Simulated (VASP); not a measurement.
The system is B.

```
B
1.0
     1.72451    0.00000    0.00000
    -0.86226    1.49347    0.00000
     0.00000    0.00000   21.31747
B
4
Direct
  0.00000 0.00000 0.00000
  0.00000 0.00000 0.50000
  0.33333 0.66667 0.25000
  0.66667 0.33333 0.75000
```

Base run:

| Property | Result |
| --- | --- |
| Program | VASP 6.6.1 |
| Functional | RPBE |
| Potentials or basis | VASP PAW PBE potentials, release 64 (B) |
| Cutoff | 520 eV |
| k mesh | 23 × 23 × 2 |
| Occupations | fermi-dirac, width 0.1 eV |
| Spin | no spin polarisation |

Its results: band gap on the k mesh zero (band 6 reaches 5.73 eV, above the bottom of band 7 at -5.14 eV); pressure -1.2 GPa.

**Question.** The run is repeated on the same cell with these changes: k mesh from 23 × 23 × 2 to 27 × 27 × 2. What comes out?

**Answer.** Band gap on the k mesh zero (band 6 reaches 5.84 eV, above the bottom of band 7 at -5.10 eV); pressure -0.7 GPa.

Caveats: the PAW data sets were made with another functional, which shifts forces and pressure a little; this functional lacks dispersion, which binds the layers, so the pressure and a relaxed spacing across them are unreliable.
